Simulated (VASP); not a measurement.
Here is a VASP 6.6.1 calculation.

The input INCAR:

```
SYSTEM = Zr
PREC     = Accurate       ! precision mode
ENCUT    = 520            ! plane-wave cutoff, eV
EDIFF    = 1E-8           ! SCF threshold, eV
ISMEAR   = -1             ! smearing method
SIGMA    = 0.03           ! smearing width, eV
LREAL    = .False.        ! projectors in reciprocal space
LASPH    = .True.         ! aspherical terms in the spheres
NELM     = 100            ! most SCF steps
ALGO     = Normal         ! electronic algorithm
ISIF     = 2              ! what is computed and relaxed
LWAVE    = .False.        ! write WAVECAR
LCHARG   = .False.        ! write CHGCAR
GGA      = PE             ! functional
LEFG     = .True.       
NBANDS   = 19             ! bands
```

KPOINTS

```
Automatic mesh
0
Gamma
  13 13 7
  0 0 0
```

The input POSCAR:

```
Zr
1.0
    3.2953868297      0.0000000000      0.0000000000
   -1.6476934148      2.8538887098      0.0000000000
    0.0000000000      0.0000000000      5.2479471970
Zr
2
Direct
    0.3333333333      0.6666666667      0.2500000000
    0.6666666667      0.3333333333      0.7500000000
```

Potentials or basis: VASP PAW PBE potentials, release 64 (Zr_sv).

The run is started by

```console
$ cat potpaw_PBE.64/Zr_sv/POTCAR > POTCAR
$ mpirun -np 1 vasp_std > vasp.out
```

Q: What does it give for the pressure?

A: -4.6 GPa.

Q: What does it give for the band gap on the k mesh?

A: Zero (bands 12 and 13 overlap by 1.11 eV).

Stress tensor (GPa, compression positive):
```
-4.72  0.00  0.00
 0.00 -4.72  0.00
 0.00  0.00 -4.25
```

Caveat: the cell stands under tension; without QUAD_EFG the Cq values of the log hold for a quadrupole moment of 1 mb, not for the nuclei.
